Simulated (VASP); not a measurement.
Write the native input for VASP 6.6.1 that does the following.

| Property | Result |
| --- | --- |
| Task | single point |
| Functional | PBE |
| Potentials or basis | VASP PAW PBE potentials, release 64 (Cd, Te) |
| Cutoff | 520 eV |
| k mesh | 6 × 6 × 6 |
| Occupations | gaussian, width 0.01 eV |
| Spin | no spin polarisation |
| Dipole correction | no |
| Further INCAR settings | ALGO = Normal; EDIFF = 1e-06; NBANDS = 16 |

The structure of CdTe lies in POSCAR:

```
CdTe
1.0
    0.0000000000      3.3739599679      3.3739599679
    3.3739599679      0.0000000000      3.3739599679
    3.3739599679      3.3739599679      0.0000000000
Cd Te
1 1
Direct
    0.0000000000      0.0000000000      0.0000000000
    0.2500000000      0.2500000000      0.2500000000
```

This cell differs from its parent crystal: volume changed by +6%.

One way to write it, as run:

INCAR

```
SYSTEM = CdTe
PREC     = Accurate       ! precision mode
ENCUT    = 520            ! plane-wave cutoff, eV
EDIFF    = 1E-6           ! SCF threshold, eV
ISMEAR   = 0              ! smearing method
SIGMA    = 0.01           ! smearing width, eV
LREAL    = .FALSE.        ! projectors in reciprocal space
LASPH    = .TRUE.         ! aspherical terms in the spheres
NELM     = 60             ! most SCF steps
ALGO     = Normal         ! electronic algorithm
ISIF     = 2              ! what is computed and relaxed
LWAVE    = .FALSE.        ! write WAVECAR
LCHARG   = .FALSE.        ! write CHGCAR
GGA      = PE             ! functional
NBANDS   = 16             ! bands
```

KPOINTS

```
regular mesh
0
G
  6 6 6
  0 0 0
```

Potentials or basis: VASP PAW PBE potentials, release 64 (Cd, Te).

Launch:

```bash
$ cat potpaw_PBE.64/Cd/POTCAR potpaw_PBE.64/Te/POTCAR > POTCAR
$ mpirun -np 1 vasp_std > vasp.out
```

Results of the run:

| Item | Value |
| --- | --- |
| Pressure | -1.7 GPa |
| Band gap on the k mesh | 0.41 eV, direct |

Caveat: spin-orbit coupling is left out, which moves the levels of the heavy elements.

It took 14 s on 1 thread of Intel(R) Xeon(R) Platinum 8488C (Sapphire Rapids), on a shared host, peak memory 0.21 GiB.
